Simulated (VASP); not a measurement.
Write the native input for VASP 6.6.1 that does the following.

| Property | Result |
| --- | --- |
| Task | single point |
| Functional | LDA |
| Potentials or basis | VASP PAW LDA potentials, release 64 (C) |
| Cutoff | 520 eV |
| k mesh | 6 × 6 × 6 |
| Occupations | gaussian, width 0.05 eV |
| Spin | no spin polarisation |
| Dipole correction | no |
| Further INCAR settings | ALGO = Normal; EDIFF = 1e-07; NBANDS = 26 |

The structure of C lies in POSCAR:

```
C
1.0
    3.5668000000      0.0000000000      0.0000000000
    0.0000000000     -3.5668000000      0.0000000000
    0.0000000000      0.0000000000     -3.5668000000
C
8
Direct
    0.5533186637     -0.0646208096     -0.0756495842
   -0.0024387609      0.4688062749      0.0338171051
   -0.0089520043     -0.0144789802      0.5168619383
    0.4876033791      0.5821535011      0.4782223685
    0.7844206996      0.7478956859      0.7713451820
    0.2803489041      0.2331125404      0.7584548787
    0.1374665593      0.7826287348      0.2802723160
    0.7682325594      0.2645030528      0.2366757956
```

This cell differs from its parent crystal: atoms moved at random.

The input as run:

INCAR

```
PREC = Accurate
ENCUT = 520
EDIFF = 1E-7
ISMEAR = 0
SIGMA = 0.05
LREAL = False
LASPH = True
NELM = 80
ALGO = Normal
ISIF = 2
LWAVE = False
LCHARG = True
GGA = CA
LELF = True
LVHAR = True
NBANDS = 26
```

KPOINTS

```
Automatic mesh
0
Gamma
  6 6 6
```

Potentials or basis: VASP PAW LDA potentials, release 64 (C).

The run is started by

```bash
$ cat potpaw_LDA.64/C/POTCAR > POTCAR
$ mpirun -np 1 vasp_std > vasp.out
```

It gave:

```
Pressure               : 44.3 GPa
Largest force          : 25.545 eV/Å
Band gap on the k mesh : 0.19 eV, direct
```

Caveat: the cell differs from its parent crystal (atoms moved at random); forces of over 1 eV/Å act on the atoms, so gaps and moduli don't describe the material at rest.

Run time: 3 min on 1 thread of AMD EPYC 7R43 64-Core Processor (Zen 3), on a shared host, peak memory 0.15 GiB.
